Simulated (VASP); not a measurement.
Mg3Se:

```xyz
4
Lattice="4.3129 0.0000 0.0000 0.0000 4.3129 0.0000 0.0000 0.0000 4.3129" Properties=species:S:1:pos:R:3 pbc="T T T"
Mg    0.0000    2.1564    2.1564
Mg    2.1564    0.0000    2.1564
Mg    2.1564    2.1564    0.0000
Se    0.0000    0.0000    0.0000
```

| Property | Result |
| --- | --- |
| Program | VASP 6.6.1 |
| Task | relaxation of cell and atoms |
| Functional | PBE |
| Potentials or basis | VASP PAW PBE potentials, release 64 (Mg, Se) |
| Cutoff | 600 eV |
| k mesh | 4 × 4 × 4 |
| Occupations | gaussian, width 0.1 eV |
| Spin | no spin polarisation |

At the start: pressure 4.6 GPa; volume 20.06 Å³/atom.

Q: Where does the relaxation end?

A: Over 3 steps the energy falls by 27.5 meV/atom and the volume is 22.12 Å³/atom (+10.3 %); space group Pm-3m (No. 221, to 0.1 Å) before and after.

Step by step:
```
step  energy change (eV)  largest force (eV/Å)  pressure (GPa)  volume (Å³)
   1              0.0000                0.0000            4.64        80.22
   2             -0.1079                0.0000            0.58        87.16
   3             -0.1101                0.0000           -0.05        88.46
```

Final structure:
```
Mg Se
1.0
     4.45575    0.00000    0.00000
     0.00000    4.45575    0.00000
     0.00000    0.00000    4.45575
Mg Se
3 1
Direct
  0.00000 0.50000 0.50000
  0.50000 0.00000 0.50000
  0.50000 0.50000 0.00000
  0.00000 0.00000 0.00000
```

Caveat: the k points lie up to 0.35 Å⁻¹ apart in the final cell, too coarse for converged energies and pressures of a metal.
